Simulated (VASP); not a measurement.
# Cr (Cmcm) in VASP: relaxation of cell and atoms with PBEsol

Aim: the relaxation of cell and atoms of Cr with PBEsol.

All numbers are computed with VASP 6.6.1; they aren't measurements. Logs are shortened: lines on timing, memory, paths and dates and some standing lists are left out, and cuts for length are marked.

## (1) The cell of the first run

The structure is orthorhombic, space group Cmcm (No. 63). Conventional cell: a = 2.294 Å, b = 4.934 Å, c = 4.064 Å, α = 90.00°, β = 90.00°, γ = 90.00°. Within 3.0 Å of Cr (site symmetry m2m) lie 12 Cr at 2.29 to 2.72 Å.

## (2) Relaxation of cell and atoms, PBEsol

Input file INCAR:

```
ALGO = Normal
EDIFF = 1E-6
EDIFFG = -0.005
ENCUT = 600
GGA = PS
IBRION = 2
ISIF = 3
ISMEAR = 0
LASPH = T
LCHARG = F
LREAL = F
LWAVE = F
NELM = 100
NSW = 100
PREC = Accurate
SIGMA = 0.1
```

Input file KPOINTS:

```
k-points
0
Gamma
  20 20 10
```

Input file POSCAR:

```
Cr
1.0
    1.1470505050     -2.4670251200      0.0000000000
    1.1470505050      2.4670251200      0.0000000000
    0.0000000000      0.0000000000      4.0643107400
Cr
2
Direct
    0.1294674200      0.8705325800      0.7500000000
    0.8705325800      0.1294674200      0.2500000000
```

Potentials or basis: VASP PAW PBE potentials, release 64 (Cr_pv).

Launch:

```
> cat potpaw_PBE.64/Cr_pv/POTCAR > POTCAR
> mpirun -np 1 vasp_std > vasp.out
```

OUTCAR:

```text
EDIFF = 1E-6
   EDIFFG = -0.005
   ENCUT = 600
   GGA = PS
   IBRION = 2
   ISIF = 3
   ISMEAR = 0
   LASPH = T
   LREAL = F
   NELM = 100
   NSW = 100
   PREC = Accurate

 ion  position               nearest neighbor table
   1  0.129  0.871  0.750-   2 2.40   2 2.40   2 2.62   2 2.62   2 2.62   2 2.62
   2  0.871  0.129  0.250-   1 2.40   1 2.40   1 2.62   1 2.62   1 2.62   1 2.62

  LATTYP: Found a base centered orthorhombic cell.
 ALAT       =     2.2941010100
 B/A-ratio  =     2.1507554456
 C/A-ratio  =     1.7716354782

  Lattice vectors:

 A1 = (   1.1470505050,  -2.4670251200,   0.0000000000)
 A2 = (   1.1470505050,   2.4670251200,   0.0000000000)
 A3 = (   0.0000000000,   0.0000000000,   4.0643107400)

Analysis of symmetry for initial positions (statically):
=====================================================================
 Subroutine PRICEL returns:
 Original cell was already a primitive cell.

 Routine SETGRP: Setting up the symmetry group for a
 base centered orthorhombic supercell.

 Subroutine GETGRP returns: Found  8 space group operations
 (whereof  4 operations were pure point group operations)
 out of a pool of  8 trial point group operations.

The static configuration has the point symmetry C_2h.
 The point group associated with its full space group is D_2h.

Analysis of symmetry for dynamics (positions and initial velocities):
=====================================================================
 Subroutine PRICEL returns:
 Original cell was already a primitive cell.

 Routine SETGRP: Setting up the symmetry group for a
 base centered orthorhombic supercell.

 Subroutine GETGRP returns: Found  8 space group operations
 (whereof  4 operations were pure point group operations)
 out of a pool of  8 trial point group operations.

The dynamic configuration has the point symmetry C_2h.
 The point group associated with its full space group is D_2h.

 Subroutine INISYM returns: Found  8 space group operations
 (whereof  4 operations are pure point group operations),
 and found     1 'primitive' translations

----------------------------------------------------------------------------------------

                                     Primitive cell

  volume of cell :      23.0024

  direct lattice vectors                    reciprocal lattice vectors
     1.147050505 -2.467025120  0.000000000     0.435900597 -0.202673250  0.000000000
     1.147050505  2.467025120  0.000000000     0.435900597  0.202673250  0.000000000
     0.000000000  0.000000000  4.064310740     0.000000000  0.000000000  0.246044179

  length of vectors
     2.720650254  2.720650254  4.064310740     0.480713820  0.480713820  0.246044179

  position of ions in fractional coordinates (direct lattice)
     0.129467420  0.870532580  0.750000000
     0.870532580  0.129467420  0.250000000

  ion indices of the primitive-cell ions
   primitive index   ion index
                 1           1
                 2           2

----------------------------------------------------------------------------------------

 KPOINTS: k-points

Automatic generation of k-mesh.
 Grid dimensions read from file:
 generate k-points for:   20   20   10

 Generating k-lattice:

  Cartesian coordinates                     Fractional coordinates (reciprocal lattice)
     0.021795030 -0.010133663  0.000000000     0.050000000 -0.000000000  0.000000000
     0.021795030  0.010133663  0.000000000    -0.000000000  0.050000000  0.000000000
     0.000000000  0.000000000  0.024604418     0.000000000  0.000000000  0.100000000

  Length of vectors
     0.024035691  0.024035691  0.024604418

  Shift w.r.t. Gamma in fractional coordinates (k-lattice)
     0.000000000  0.000000000  0.000000000

 Subroutine IBZKPT returns following result:
 ===========================================

 Found    666 irreducible k-points:

 Following reciprocal coordinates:
            Coordinates               Weight
  0.000000  0.000000  0.000000      1.000000
  0.050000  0.000000  0.000000      4.000000
  0.100000  0.000000  0.000000      4.000000
  0.150000  0.000000  0.000000      4.000000
  0.200000  0.000000  0.000000      4.000000
  0.250000  0.000000  0.000000      4.000000
[... 16 lines left out ...]
 -0.400000  0.050000  0.000000      4.000000
 -0.350000  0.050000  0.000000      4.000000
 [... further k-points ...]
   k-points           NKPTS =    666   k-points in BZ     NKDIM =    666   number of bands    NBANDS=     16
   number of dos      NEDOS =    301   number of ions     NIONS =      2
   total plane-waves  NPLWV =  18432
   dimension x,y,z NGX =    24 NGY =   24 NGZ =   32
   dimension x,y,z NGXF=    48 NGYF=   48 NGZF=   64
   ions per type =               2
   NGX,Y,Z   is equivalent  to a cutoff of  14.67, 14.67, 13.09 a.u.
   NGXF,Y,Z  is equivalent  to a cutoff of  29.33, 29.33, 26.18 a.u.
 SYSTEM =  unknown system
   PREC   = accura    normal or accurate (medium, high low for compatibility)
   ISTART =      0    job   : 0-new  1-cont  2-samecut
   ICHARG =      2    charge: 1-file 2-atom 10-const
   ISPIN  =      1    spin polarized calculation?
   LNONCOLLINEAR =      F non collinear calculations
   LSORBIT =      F    spin-orbit coupling
   LASPH  =      T    aspherical Exc in radial PAW
   ENCUT  =  600.0 eV  44.10 Ry    6.64 a.u.   5.43  5.43  8.12*2*pi/ulx,y,z
   NELM   =    100;   NELMIN=  2; NELMDL= -5     # of ELM steps
   EDIFF  = 0.1E-05   stopping-criterion for ELM
   LREAL  =      F    real-space projection
   EDIFFG = -.5E-02   stopping-criterion for IOM
   NSW    =    100    number of steps for IOM
   IBRION =      2    ionic relax: 0-MD 1-quasi-New 2-CG
   NFREE  =      1    steps in history (QN), initial steepest desc. (CG)
   ISIF   =      3    stress and relaxation
   ISYM   =      2    0-nonsym 1-usesym 2-fastsym
   POTIM  = 0.5000    time-step for ionic-motion
   TEBEG  =    0.0;   TEEND  =   0.0 temperature during run
   PSTRESS=    0.0 pullay stress
   NELECT =      24.0000    total number of electrons
   NUPDOWN=      -1.0000    fix difference up-down
   EMIN   =  10.00;   EMAX   =-10.00  energy-range for DOS
   EFERMI =   0.00;   METHOD = LEGACY
   ISMEAR =     0;   SIGMA  =   0.10  broadening in eV -4-tet -1-fermi 0-gaus
   EFERMI_NEDOS =   21; number of points for ismear=-14 and -15
   IALGO  =     38    algorithm
   IMIX   =      4    mixing-type and parameters
     AMIX     =   0.40;   BMIX     =  1.00
     AMIX_MAG =   1.60;   BMIX_MAG =  1.00
  volume/ion in A,a.u.               =      11.50        77.61
  Fermi-wavevector in a.u.,A,eV,Ry     =   1.660431  3.137760 37.511698  2.757032
  Thomas-Fermi vector in A             =   2.747669
   LORBIT       =      0    0 simple, 1 ext, 2 COOP (PROOUT), +10 PAW based schemes
   GGA     = PS    functional components
   LHFCALC =     F    Hartree Fock is set to
   AEXX    =    0.0000 exact exchange contribution
   IVDW    =     0    specifies the selected vdW correction
   LEPSILON=     F    determine dielectric tensor
   LRPA    =     F    only Hartree local field effects (RPA)
 conjugate gradient relaxation of ions
 non-spin polarized calculation
 Gauss-broadening in eV      SIGMA  =   0.10
  energy-cutoff  :      600.00
  volume of cell :       23.00
 maximum number of plane-waves:       788
 NGX is ok and might be reduce to    24
   NGX = 11   NGY = 11   NGZ = 17

--------------------------------------- Ionic step        1  -------------------------------------------

 number of electron      23.9999990 magnetization

 Free energy of the ion-electron system (eV)
  ---------------------------------------------------
  ext. energy  EPLUGINS =         0.00000000
  ---------------------------------------------------
  free energy    TOTEN  =       -19.81650224 eV

  energy without entropy =      -19.80160557  energy(sigma->0) =      -19.80905391

------------------------ aborting loop because EDIFF is reached ----------------------------------------

  FORCE on cell =-STRESS in cart. coord.  units (eV):
  Direction    XX          YY          ZZ          XY          YZ          ZX
  --------------------------------------------------------------------------------------
  -------------------------------------------------------------------------------------
  Total       -0.4631978     -0.6843131      0.1360040      0.0000000      0.0000000      0.0000000
  in kB      -32.2629516    -47.6642138      9.4730387      0.0000000      0.0000000      0.0000000
  external PRESSURE =     -23.4847089 kB  Pullay stress =       0.0000000 kB
[... 89 lines left out ...]
  FREE ENERGIE OF THE ION-ELECTRON SYSTEM (eV)
  ---------------------------------------------------
  free  energy   TOTEN  =       -19.8237102696 eV

  energy  without entropy=      -19.8080160457  energy(sigma->0) =      -19.81586316

[... ionic steps 4 to 20 ...]

--------------------------------------- Ionic step       21  -------------------------------------------

 number of electron      24.0000007 magnetization

------------------------ aborting loop because EDIFF is reached ----------------------------------------

  FORCE on cell =-STRESS in cart. coord.  units (eV):
  Direction    XX          YY          ZZ          XY          YZ          ZX
  --------------------------------------------------------------------------------------
  -------------------------------------------------------------------------------------
  Total       -0.0215904     -0.0204950     -0.0222188      0.0000000      0.0000000      0.0000000
  in kB       -1.5182783     -1.4412456     -1.5624727      0.0000000      0.0000000      0.0000000
  external PRESSURE =      -1.5073322 kB  Pullay stress =       0.0000000 kB
[... 57 lines left out ...]
  energy  without entropy=      -19.8231803047  energy(sigma->0) =      -19.83093228

--------------------------------------- Ionic step       23  -------------------------------------------

 number of electron      24.0000007 magnetization

 Free energy of the ion-electron system (eV)
  ---------------------------------------------------
  ext. energy  EPLUGINS =         0.00000000
  ---------------------------------------------------
  free energy    TOTEN  =       -19.83868423 eV

  energy without entropy =      -19.82317975  energy(sigma->0) =      -19.83093199

 E-fermi :  10.9683     XC(G=0): -13.8899

 val. band max:       10.9677869012   @ k =  -0.3500   0.1000   0.3000
 cond. band min:      10.9683123958   @ k =   0.5000   0.1500   0.4000
 fundamental gap:      0.0005254946
 Fermi energy:        10.9682623149

 k-point     1 :       0.0000    0.0000    0.0000
  band No.  band energies     occupation
      1     -32.3237      2.00000
      2     -31.7073      2.00000
      3     -31.5177      2.00000
      4     -31.4374      2.00000
      5     -31.2482      2.00000
      6     -31.2121      2.00000
[... 8 lines left out ...]
     15      12.0692      0.00000
     16      12.6193      0.00000
[... 420 lines left out ...]
  band No.  band energies     occupation
      1     -32.1910      2.00000
      2     -32.0734      2.00000
      3     -32.0250      2.00000
      4     -31.7793      2.00000
      5     -31.6019      2.00000
      6     -31.4781      2.00000
[... 8 lines left out ...]
     15      12.2646      0.00000
     16      12.6896      0.00000

 [... further k-points ...]

------------------------ aborting loop because EDIFF is reached ----------------------------------------

  FORCE on cell =-STRESS in cart. coord.  units (eV):
  Direction    XX          YY          ZZ          XY          YZ          ZX
  --------------------------------------------------------------------------------------
  -------------------------------------------------------------------------------------
  Total       -0.0003634     -0.0010563      0.0024629      0.0000000      0.0000000      0.0000000
  in kB       -0.0255574     -0.0742983      0.1732359      0.0000000      0.0000000      0.0000000
  external PRESSURE =       0.0244601 kB  Pullay stress =       0.0000000 kB
[... 17 lines left out ...]
  FREE ENERGIE OF THE ION-ELECTRON SYSTEM (eV)
  ---------------------------------------------------
  free  energy   TOTEN  =       -19.8386842322 eV

  energy  without entropy=      -19.8231797547  energy(sigma->0) =      -19.83093199

 reached required accuracy - stopping structural energy minimisation
```

Wall time 49 min (1 thread of Intel Xeon Platinum 8375C at 2.90GHz (Ice Lake), shared host); peak memory 0.41 GiB.

Results:

| Property | Result |
| --- | --- |
| Free energy | -19.8387 eV |
| Relaxed volume | 11.39 Å³/atom |
| Relaxed cell | a = 2.657 Å, b = 2.657 Å, c = 4.180 Å, α = 90.00°, β = 90.00°, γ = 129.48° |
| Space group after relaxing (to 0.05 Å) | Cmcm (No. 63) |
| Energy gained by relaxing | 11.1 meV/atom |
| Ionic steps | 23 |
| Pressure after relaxing | 0.0 GPa |
| Largest force after relaxing | 0.004 eV/Å |
| Band gap on the k mesh | zero (band 12 reaches 11.43 eV, above the bottom of band 13 at 10.45 eV) |

Forces on the atoms (eV/Å):
```
Cr   0.000 -0.004  0.000
Cr   0.000  0.004  0.000
```

Step by step:
| step | energy change (eV) | largest force (eV/Å) | pressure (GPa) | volume (Å³) |
| --- | --- | --- | --- | --- |
| 1 | 0.0000 | 0.1605 | -2.35 | 23.00 |
| 2 | -0.0063 | 0.1645 | 4.04 | 22.44 |
| 3 | -0.0072 | 0.1625 | 2.31 | 22.59 |
| 4 | -0.0155 | 0.1431 | 0.95 | 22.69 |
| 5 | -0.0188 | 0.1119 | -0.57 | 22.83 |
| 6 | -0.0189 | 0.1182 | -0.39 | 22.81 |
| 7 | -0.0205 | 0.0858 | 0.23 | 22.75 |
| 8 | -0.0212 | 0.0266 | 1.36 | 22.65 |
| 9 | -0.0219 | 0.0025 | 0.64 | 22.73 |
| 10 | -0.0220 | 0.0147 | 0.18 | 22.76 |
| 11 | -0.0220 | 0.0122 | 0.35 | 22.76 |
| 12 | -0.0221 | 0.0068 | 0.02 | 22.77 |
| 13 | -0.0221 | 0.0013 | -0.07 | 22.79 |
| 14 | -0.0221 | 0.0099 | -0.57 | 22.82 |
| 15 | -0.0221 | 0.0013 | -0.17 | 22.80 |
| 16 | -0.0222 | 0.0023 | -0.05 | 22.79 |
| 17 | -0.0222 | 0.0047 | 0.14 | 22.77 |
| 18 | -0.0222 | 0.0044 | 0.06 | 22.77 |
| 19 | -0.0222 | 0.0056 | 0.04 | 22.77 |
| 20 | -0.0222 | 0.0052 | 0.10 | 22.77 |
| 21 | -0.0222 | 0.0041 | -0.15 | 22.78 |
| 22 | -0.0222 | 0.0043 | -0.05 | 22.78 |
| 23 | -0.0222 | 0.0043 | 0.00 | 22.78 |

Final structure:
```yaml
crystal:
  lattice:
    - [1.13386, -2.40308, 0.00000]
    - [1.13386, 2.40308, 0.00000]
    - [0.00000, 0.00000, 4.17988]
  atoms:
    - { symbol: Cr, position: [0.13988, 0.86012, 0.75000] }
    - { symbol: Cr, position: [0.86012, 0.13988, 0.25000] }
```

Caveat: the PAW data sets were made with another functional, which shifts forces and pressure a little; the run has no spin polarisation, though such a crystal can be magnetic.
